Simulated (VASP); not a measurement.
Here is a VASP 6.6.1 calculation.

File INCAR:

```
SYSTEM = BN
PREC = Accurate
ENCUT = 520
EDIFF = 1E-7
ISMEAR = 0
SIGMA = 0.05
LREAL = .False.
LASPH = .True.
NELM = 100
ALGO = Normal
ISIF = 2
LWAVE = .False.
LCHARG = .False.
GGA = PE
IVDW = 12
NBANDS = 16
```

Contents of KPOINTS:

```
regular mesh
0
Gamma
  12 12 4
  0 0 0
```

The input POSCAR:

```
BN
1.0
    2.5039917043      0.0000000000      0.0000000000
   -1.2519958522      2.1685204268      0.0000000000
    0.0000000000      0.0000000000      6.6612000000
B N
2 2
Direct
    0.4132058024      0.7465391358      0.2500000000
    0.7465391358      0.4132058024      0.7500000000
    0.3333333333      0.6666666667      0.7500000000
    0.6666666667      0.3333333333      0.2500000000
```

Potentials or basis: VASP PAW PBE potentials, release 64 (B, N).

The run is started by

```console
$ cat potpaw_PBE.64/B/POTCAR potpaw_PBE.64/N/POTCAR > POTCAR
$ mpirun -np 1 vasp_std > vasp.out
```

**Question.** What does it give for the largest force?

**Answer.** 8.995 eV/Å.

**Question.** Estimate the dispersion energy per atom.

**Answer.** -0.141 eV.

Forces on the atoms (eV/Å):
```
B   -1.864 -8.798  0.000
B   -6.688 -6.013  0.000
N    6.693  6.010  0.000
N    1.858  8.801  0.000
```

Caveat: the cell differs from its parent crystal (all B atoms moved -0.200 Å, as atom 1 towards its neighbour atom 1 (B) at 2.504 Å); forces of over 1 eV/Å act on the atoms, so gaps and moduli don't describe the material at rest.
